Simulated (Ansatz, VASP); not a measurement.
## MgB2: VASP beside Ansatz

```
Mg B
1.0
     3.06430    0.00000    0.00000
    -1.53215    2.65376    0.00000
     0.00000    0.00000    3.49935
Mg B
1 2
Direct
  0.00000 0.00000 0.00000
  0.33333 0.66667 0.50000
  0.66667 0.33333 0.50000
```

Change from the starting cell: volume scaled by 0.98, PAW files.

Alike in both runs: task electric field gradients; functional PBE; k mesh 12 × 12 × 9; occupations fermi-dirac, width 0.05 eV; no spin polarisation.

|  | VASP | Ansatz |
| --- | --- | --- |
| version | VASP 6.6.1 | Ansatz 0.2.0 |
| potentials or method | VASP PAW PBE potentials, release 64 (Mg, B) | PAW with Ansatz's default frozen-core files, scalar-relativistic |
| plane-wave cutoff (eV) | 520 | 420 |
| valence electrons in the cell | 8 | 16 |

Ansatz gave:

* pressure (GPa): 2.1
* traceless stress, the component that is largest in VASP (GPa): -0.48
* size of Vzz on the site where it differs most (V/Å²): 2.8

Problem. Estimate VASP's values.

Solution. Pressure (GPa): 1.8; traceless stress, the component that is largest in VASP (GPa): -0.61; size of Vzz on the site where it differs most (V/Å²): 0.2.

VASP's potentials hold 8 valence electrons a cell and Ansatz's 16, so a difference there can come from the potentials and not from the codes.
